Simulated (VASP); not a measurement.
# KF (P-6m2) in VASP: a series of runs, part 2 of 2

VASP 6.6.1. The steps go on from the part before.

### 4 Single point, PBE

This run uses another cell than the first one, of 36.25 Å³/atom.

The input, INCAR:

```
  ALGO = Normal
  EDIFF = 1E-6
  ENCUT = 600
  GGA = PE
  GGA_COMPAT = False
  ISIF = 2
  ISMEAR = 0
  LASPH = True
  LCHARG = False
  LREAL = False
  LWAVE = False
  NBANDS = 15
  NELM = 120
  PREC = Accurate
  SIGMA = 0.15
```

The input, KPOINTS:

```
k-points
0
Gamma
  4 4 3
```

The input, POSCAR:

```
KF
1.0
    4.3065971492     -0.0000000032      0.0000000000
   -2.1532985718      3.7296225367      0.0000000000
    0.0000000000      0.0000000000      4.5138112844
K F
1 1
Direct
    0.6666666667      0.3333333333      0.0000000000
    0.0000000000      0.0000000000      0.0000000000
```

Potentials or basis: VASP PAW PBE potentials, release 64 (K_sv, F).

Launch:

```sh
$ cat potpaw_PBE.64/K_sv/POTCAR potpaw_PBE.64/F/POTCAR > POTCAR
$ mpirun -np 1 vasp_std > vasp.out
```

OUTCAR:

```text
EDIFF = 1E-6
   ENCUT = 600
   GGA = PE
   ISIF = 2
   ISMEAR = 0
   LASPH = True
   LREAL = False
   NELM = 120
   PREC = Accurate

 ion  position               nearest neighbor table
   1  0.667  0.333  0.000-   2 2.49   2 2.49   2 2.49
   2  0.000  0.000  0.000-   1 2.49   1 2.49   1 2.49

  LATTYP: Found a hexagonal cell.
 ALAT       =     4.3065971492
 C/A-ratio  =     1.0481155139

  Lattice vectors:

 A1 = (   4.3065971492,  -0.0000000032,   0.0000000000)
[... 310 lines left out ...]
     15       8.5139      0.00000

------------------------ aborting loop because EDIFF is reached ----------------------------------------

  FORCE on cell =-STRESS in cart. coord.  units (eV):
  Direction    XX          YY          ZZ          XY          YZ          ZX
  --------------------------------------------------------------------------------------
  -------------------------------------------------------------------------------------
  Total        0.0190394      0.0190394      0.1086615      0.0000000     -0.0000000      0.0000000
  in kB        0.4207473      0.4207473      2.4012851      0.0000000     -0.0000000      0.0000000
  external PRESSURE =       1.0809266 kB  Pullay stress =       0.0000000 kB

 VOLUME and BASIS-vectors are now :
 -----------------------------------------------------------------------------
  energy-cutoff  :      600.00
  volume of cell :       72.50
      direct lattice vectors                 reciprocal lattice vectors
     4.306597149 -0.000000003  0.000000000     0.232201891  0.134061824  0.000000000
    -2.153298572  3.729622537  0.000000000     0.000000000  0.268123648  0.000000000
     0.000000000  0.000000000  4.513811284     0.000000000  0.000000000  0.221542270

 POSITION                                       TOTAL-FORCE (eV/Angst)
 -----------------------------------------------------------------------------------
      2.15330      1.24321      0.00000        -0.000000      0.000000      0.000000
      0.00000      0.00000      0.00000         0.000000      0.000000      0.000000
 -----------------------------------------------------------------------------------
    total drift:                               -0.000000      0.000000      0.000000

  FREE ENERGIE OF THE ION-ELECTRON SYSTEM (eV)
  ---------------------------------------------------
  free  energy   TOTEN  =        -7.8585228598 eV

  energy  without entropy=       -7.8585228598  energy(sigma->0) =       -7.85852286
```

OSZICAR:

```text
N       E                     dE             d eps       ncg     rms          rms(c)
DAV:   1     0.106558869825E+03    0.10656E+03   -0.72046E+03   240   0.100E+03
DAV:   2    -0.353486003547E+01   -0.11009E+03   -0.10019E+03   319   0.268E+02
DAV:   3    -0.970583605729E+01   -0.61710E+01   -0.61360E+01   396   0.530E+01
DAV:   4    -0.984977320839E+01   -0.14394E+00   -0.14393E+00   285   0.490E+00
DAV:   5    -0.985094899483E+01   -0.11758E-02   -0.11758E-02   333   0.523E-01    0.719E+00
DAV:   6    -0.799862878415E+01    0.18523E+01   -0.58151E+00   261   0.160E+01    0.390E+00
DAV:   7    -0.789200316762E+01    0.10663E+00   -0.17146E-01   284   0.274E+00    0.242E+00
DAV:   8    -0.784564648398E+01    0.46357E-01   -0.11871E-01   261   0.311E+00    0.375E-01
DAV:   9    -0.785437254859E+01   -0.87261E-02   -0.13427E-02   352   0.692E-01    0.193E-01
DAV:  10    -0.785860215062E+01   -0.42296E-02   -0.46475E-03   247   0.541E-01    0.820E-02
DAV:  11    -0.785862242842E+01   -0.20278E-04   -0.16306E-03   296   0.255E-01    0.635E-02
DAV:  12    -0.785852498903E+01    0.97439E-04   -0.27394E-04   268   0.106E-01    0.957E-03
DAV:  13    -0.785852319685E+01    0.17922E-05   -0.23973E-05   240   0.333E-02    0.485E-03
DAV:  14    -0.785852285980E+01    0.33705E-06   -0.43996E-06   317   0.151E-02
   1 F= -.78585229E+01 E0= -.78585229E+01  d E =-.126085E-11
```

It took 5.1 s on 1 thread of Intel Xeon 6975P-C (Granite Rapids), shared host; peak memory 0.2 GiB.

What came out:

| Quantity | Value |
| --- | --- |
| Free energy | -7.8585 eV |
| Pressure | 0.1 GPa |
| Band gap on the k mesh | 4.29 eV |

Caveat: the k points lie up to 0.46 Å⁻¹ apart.

### 5 Single point, PBE

This run uses another cell than the first one, of 19.73 Å³/atom.

The input, INCAR:

```
  PREC = Accurate
  ENCUT = 600
  EDIFF = 1E-6
  ISMEAR = 0
  SIGMA = 0.15
  LREAL = False
  LASPH = True
  NELM = 120
  ALGO = Normal
  ISIF = 2
  LWAVE = False
  LCHARG = False
  GGA = PE
  NBANDS = 15
  GGA_COMPAT = False
```

The input, KPOINTS:

```
regular mesh
0
Gamma
  5 5 4
```

The input, POSCAR:

```
KF
1.0
    3.6773115888     -0.0000000030      0.0000000000
   -1.8386557918      3.1846452550      0.0000000000
    0.0000000000      0.0000000000      3.3695555007
K F
1 1
Direct
    0.0000000000      0.0000000000      0.0000000000
    0.6666666667      0.3333333333      0.5000000000
```

Launch:

```sh
$ cat potpaw_PBE.64/K_sv/POTCAR potpaw_PBE.64/F/POTCAR > POTCAR
$ mpirun -np 1 vasp_std > vasp.out
```

Run time: 5.2 s. Hardware: 1 thread of Intel Xeon 6975P-C (Granite Rapids), shared host; peak memory 0.16 GiB.

The run converged. Its results:

```yaml
Free_energy: -8.1759 eV
Pressure: 0.1 GPa
Band_gap_on_the_k_mesh: 5.67 eV
```

Stress tensor (GPa, compression positive):
```
 0.23  0.00  0.00
 0.00  0.23  0.00
 0.00  0.00 -0.08
```

Levels at points of the mesh, in eV from the valence-band top:
| k point | band 6 | band 7 | band 8 | band 9 | band 10 | band 11 |
| --- | --- | --- | --- | --- | --- | --- |
| (0.00, 0.00, 0.00) | -0.21 | -0.21 | 0.00 | 5.67 | 8.80 | 11.22 |
| (0.00, 0.00, 0.50) | -0.98 | -0.18 | -0.18 | 8.57 | 9.96 | 10.98 |

Caveat: the k points lie up to 0.47 Å⁻¹ apart.

### 6 Relaxation of cell and atoms, PBE

This run uses another cell than the first one, of 19.79 Å³/atom.

The input, INCAR:

```
  PREC = Accurate
  ENCUT = 600
  EDIFF = 1E-7
  ISMEAR = 0
  SIGMA = 0.02
  LREAL = False
  LASPH = True
  NELM = 100
  ALGO = Normal
  ISIF = 3
  LWAVE = False
  LCHARG = False
  GGA = PE
  IBRION = 2
  NSW = 100
  EDIFFG = -0.01
```

The input, KPOINTS:

```
regular mesh
0
Gamma
  6 6 8
```

The input, POSCAR:

```
KF
1.0
    3.6900201164      0.0000000000      0.0000000000
   -1.8450100582      3.1956511613      0.0000000000
    0.0000000000      0.0000000000      3.3563345867
K F
1 1
Direct
    0.0000000000      0.0000000000      0.5000000000
    0.6666666667      0.3333333333      0.0000000000
```

Potentials or basis: VASP PAW PBE potentials, release 64 (K_sv, F).

Launch:

```sh
$ cat potpaw_PBE.64/K_sv/POTCAR potpaw_PBE.64/F/POTCAR > POTCAR
$ mpirun -np 1 vasp_std > vasp.out
```

OUTCAR:

```text
PREC = Accurate
   ENCUT = 600
   EDIFF = 1E-7
   ISMEAR = 0
   LREAL = False
   LASPH = True
   NELM = 100
   ISIF = 3
   GGA = PE
   IBRION = 2
   NSW = 100
   EDIFFG = -0.01

 ion  position               nearest neighbor table
   1  0.000  0.000  0.500-   2 2.71   2 2.71   2 2.71   2 2.71   2 2.71   2 2.71
   2  0.667  0.333  0.000-   1 2.71   1 2.71   1 2.71   1 2.71   1 2.71   1 2.71

  LATTYP: Found a hexagonal cell.
 ALAT       =     3.6900201164
 C/A-ratio  =     0.9095708101

  Lattice vectors:

 A1 = (   3.6900201164,   0.0000000000,   0.0000000000)
 A2 = (  -1.8450100582,   3.1956511613,   0.0000000000)
 A3 = (   0.0000000000,   0.0000000000,   3.3563345867)

Analysis of symmetry for initial positions (statically):
=====================================================================
 Subroutine PRICEL returns:
 Original cell was already a primitive cell.

 Routine SETGRP: Setting up the symmetry group for a
 hexagonal supercell.

 Subroutine GETGRP returns: Found 12 space group operations
 (whereof 12 operations were pure point group operations)
 out of a pool of 24 trial point group operations.

The static configuration has the point symmetry D_3h.

Analysis of symmetry for dynamics (positions and initial velocities):
=====================================================================
 Subroutine PRICEL returns:
 Original cell was already a primitive cell.

[... 231 lines left out ...]
 Free energy of the ion-electron system (eV)
  ---------------------------------------------------
  ext. energy  EPLUGINS =         0.00000000
  ---------------------------------------------------
  free energy    TOTEN  =        -8.17633874 eV

  energy without entropy =       -8.17633874  energy(sigma->0) =       -8.17633874

 E-fermi :  -2.5835     XC(G=0):  -8.2418

 val. band max:       -2.6754933314   @ k =   0.0000   0.0000   0.0000
 cond. band min:       2.9636721339   @ k =   0.0000   0.0000   0.0000
 fundamental gap:      5.6391654653
 Fermi energy:        -2.5834689956

 k-point     1 :       0.0000    0.0000    0.0000
  band No.  band energies     occupation
      1     -29.3193      2.00000
      2     -21.4526      2.00000
      3     -12.5861      2.00000
      4     -12.5861      2.00000
      5     -12.4575      2.00000
      6      -2.8968      2.00000
      7      -2.8968      2.00000
      8      -2.6755      2.00000
      9       2.9637      0.00000
     10       6.1047      0.00000
     11       8.5198      0.00000
     12       8.5198      0.00000
[... 331 lines left out ...]
 k-point    24 :       0.3333    0.0000    0.3750
  band No.  band energies     occupation
      1     -29.1920      2.00000
      2     -21.4540      2.00000
      3     -12.9509      2.00000
      4     -12.8541      2.00000
      5     -12.5923      2.00000
      6      -3.3248      2.00000
      7      -3.0687      2.00000
      8      -2.9910      2.00000
      9       5.8177      0.00000
     10       7.0789      0.00000
     11       9.0343      0.00000
     12       9.3676      0.00000

 [... further k-points ...]

------------------------ aborting loop because EDIFF is reached ----------------------------------------

  FORCE on cell =-STRESS in cart. coord.  units (eV):
  Direction    XX          YY          ZZ          XY          YZ          ZX
  --------------------------------------------------------------------------------------
  -------------------------------------------------------------------------------------
  Total        0.0001793      0.0001793      0.0084338     -0.0000000      0.0000000      0.0000000
  in kB        0.0072422      0.0072422      0.3407386     -0.0000000      0.0000000      0.0000000
  external PRESSURE =       0.1184077 kB  Pullay stress =       0.0000000 kB
[... 17 lines left out ...]
  FREE ENERGIE OF THE ION-ELECTRON SYSTEM (eV)
  ---------------------------------------------------
  free  energy   TOTEN  =        -8.1763387416 eV

  energy  without entropy=       -8.1763387416  energy(sigma->0) =       -8.17633874

 reached required accuracy - stopping structural energy minimisation
```

OSZICAR:

```text
N       E                     dE             d eps       ncg     rms          rms(c)
DAV:   1     0.125550137089E+03    0.12555E+03   -0.90936E+03   840   0.140E+03
DAV:   2    -0.368899088452E+01   -0.12924E+03   -0.12064E+03  1048   0.350E+02
DAV:   3    -0.920245128043E+01   -0.55135E+01   -0.54856E+01  1152   0.707E+01
[... 25 lines left out ...]
DAV:   3    -0.817634278484E+01    0.12490E-04   -0.19158E-05  1172   0.503E-02    0.156E-02
DAV:   4    -0.817633991208E+01    0.28728E-05   -0.90896E-06  1548   0.248E-02    0.112E-02
DAV:   5    -0.817633912320E+01    0.78888E-06   -0.47888E-07  1136   0.734E-03    0.170E-03
DAV:   6    -0.817633884086E+01    0.28234E-06   -0.23187E-07  1160   0.415E-03    0.470E-04
DAV:   7    -0.817633874159E+01    0.99267E-07   -0.16837E-08   516   0.115E-03
   3 F= -.81763387E+01 E0= -.81763387E+01  d E =-.379584E-04
```

Run time: 72 s. Hardware: 1 thread of Intel Xeon 8259CL, shared host; peak memory 0.18 GiB.

Results:

| Quantity | Value |
| --- | --- |
| Free energy | -8.1763 eV |
| Relaxed volume | 19.83 Å³/atom |
| Relaxed cell | a = 3.691 Å, b = 3.691 Å, c = 3.361 Å, α = 90.00°, β = 90.00°, γ = 120.00° |
| Space group after relaxing (to 0.1 Å) | P-6m2 (No. 187) |
| Energy gained by relaxing | 0.0 meV/atom |
| Ionic steps | 3 |
| Pressure after relaxing | 0.0 GPa |
| Band gap on the k mesh | 5.64 eV |

Final structure:
```
CELL_PARAMETERS angstrom
3.69088 0.00000 0.00000
-1.84544 3.19639 0.00000
0.00000 0.00000 3.36143
ATOMIC_POSITIONS crystal
K 0.00000 0.00000 0.50000
F 0.66667 0.33333 0.00000
```

### 7 Single point, PBE

This run uses another cell than the first one, of 19.79 Å³/atom.

The input, INCAR:

```
SYSTEM = KF
PREC = Accurate
ENCUT = 520
EDIFF = 1E-6
ISMEAR = 0
SIGMA = 0.15
LREAL = .False.
LASPH = .True.
NELM = 60
ALGO = Normal
ISIF = 2
LWAVE = .False.
LCHARG = .False.
GGA = PE
NBANDS = 15
```

The input, KPOINTS:

```
regular mesh
0
Gamma
  4 4 4
  0 0 0
```

The input, POSCAR:

```
KF
1.0
    3.6900201164      0.0000000028      0.0000000000
   -1.8450100606      3.1956511599      0.0000000000
    0.0000000000      0.0000000000      3.3563345867
K F
1 1
Direct
    0.0000000000      0.0000000000      0.5000000000
    0.6666666667      0.3333333333      0.0000000000
```

Launch:

```sh
$ cat potpaw_PBE.64/K_sv/POTCAR potpaw_PBE.64/F/POTCAR > POTCAR
$ mpirun -np 1 vasp_std > vasp.out
```

Wall time 14 s (1 thread of Intel Xeon 8259CL, shared host); peak memory 0.15 GiB.

It converged, with:

- Free energy: -8.1744 eV
- Pressure: 0.1 GPa
- Band gap on the k mesh: 5.64 eV

Stress tensor (GPa, compression positive):
```
0.07 0.00 0.00
0.00 0.07 0.00
0.00 0.00 0.19
```

Levels at points of the mesh, in eV from the valence-band top:
```tsv
k point	band 5	band 6	band 7	band 8	band 9	band 10	band 11	band 12
(0.00, 0.00, 0.00)	-9.78	-0.23	-0.23	0.00	5.64	8.78	11.20	11.20
(0.50, 0.00, 0.00)	-9.69	-0.81	-0.18	-0.16	8.03	9.61	10.58	12.55
(0.00, 0.00, 0.50)	-9.82	-0.99	-0.20	-0.20	8.58	9.95	10.97	10.97
(0.50, 0.00, 0.50)	-9.92	-0.61	-0.48	-0.39	9.05	9.17	12.04	13.31
```

Caveat: the k points lie up to 0.49 Å⁻¹ apart.

### 8 Overview

| task | cell | k mesh | cutoff (eV) | smearing | gap on the mesh (eV) | pressure (GPa) | relaxed volume (Å³/atom) |
| --- | --- | --- | --- | --- | --- | --- | --- |
| single point | a = 3.692, b = 3.692, c = 3.363 Å, angles 90.0, 90.0, 120.0°, 2 atoms, atomic positions A | 6 × 6 × 8 | 520 | gaussian 0.02 eV | 5.63 | 0.0 | - |
| relaxation of cell and atoms | relaxed from a = 3.797, b = 3.797, c = 3.763 Å, angles 90.0, 90.0, 120.0°, 2 atoms, atomic positions A | 4 × 4 × 4 | 600 | gaussian 0.15 eV | 5.63 | 0.0 | 19.83 |
| single point | a = 4.307, b = 4.307, c = 4.514 Å, angles 90.0, 90.0, 120.0°, 2 atoms, atomic positions B | 4 × 4 × 3 | 600 | gaussian 0.15 eV | 4.29 | 0.1 | - |
| single point | a = 3.677, b = 3.677, c = 3.370 Å, angles 90.0, 90.0, 120.0°, 2 atoms, atomic positions A | 5 × 5 × 4 | 600 | gaussian 0.15 eV | 5.67 | 0.1 | - |
| relaxation of cell and atoms | relaxed from a = 3.690, b = 3.690, c = 3.356 Å, angles 90.0, 90.0, 120.0°, 2 atoms, atomic positions A | 6 × 6 × 8 | 600 | gaussian 0.02 eV | 5.64 | 0.0 | 19.83 |
| single point | a = 3.690, b = 3.690, c = 3.356 Å, angles 90.0, 90.0, 120.0°, 2 atoms, atomic positions A | 4 × 4 × 4 | 520 | gaussian 0.15 eV | 5.64 | 0.1 | - |

Alike in all rows: level PBE; potentials or basis VASP PAW PBE potentials, release 64 (K_sv, F); no spin polarisation.

Caveats: some runs use coarse meshes; the volume moved by over 15 % at a fixed basis, so the end points are rough (at least some runs).

Total energies depend on the potentials used, so only differences within one code and one set of settings carry meaning.
